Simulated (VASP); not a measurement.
Au, 2 atoms in the cell. Symmetry: P6_3/mmc, No. 194, hexagonal system. Conventional cell: a = 2.987 Å, b = 2.987 Å, c = 4.880 Å, α = 90.00°, β = 90.00°, γ = 120.00°. Within 3.9 Å of Au (site symmetry -6m2) lie 12 Au at 2.99 Å. This isn't the form of Au at room conditions, which is fcc. This cell differs from its parent crystal: strain +0.030 along x and y, +0.000 along z.

| Quantity | Value |
| --- | --- |
| Program | VASP 6.6.1 |
| Task | single point |
| Functional | r2SCAN |
| Potentials or basis | VASP PAW PBE potentials, release 64 (Au) |
| Cutoff | 520 eV |
| k mesh | 18 × 18 × 10 |
| Occupations | gaussian, width 0.15 eV |
| Spin | no spin polarisation |
| Dipole correction | no |
| Further INCAR settings | ALGO = Normal; EDIFF = 1e-07; NBANDS = 18 |

Potentials or basis: VASP PAW PBE potentials, release 64 (Au).

The run is started by

```console
$ cat potpaw_PBE.64/Au/POTCAR > POTCAR
$ cp INCAR.step1 INCAR
$ mpirun -np 1 vasp_std > vasp.out
$ cp INCAR.step2 INCAR
$ mpirun -np 1 vasp_std > vasp.out
```

Hardware: 1 thread of Intel(R) Xeon(R) Platinum 8259CL CPU @ 2.50GHz (Skylake/Cascade Lake) (shared host).

Problem. How long does it take, and how much memory?

Solution. Run time: 6.9 min on 1 thread of Intel(R) Xeon(R) Platinum 8259CL CPU @ 2.50GHz (Skylake/Cascade Lake), on a shared host, peak memory 0.26 GiB. Counts: k points 222.
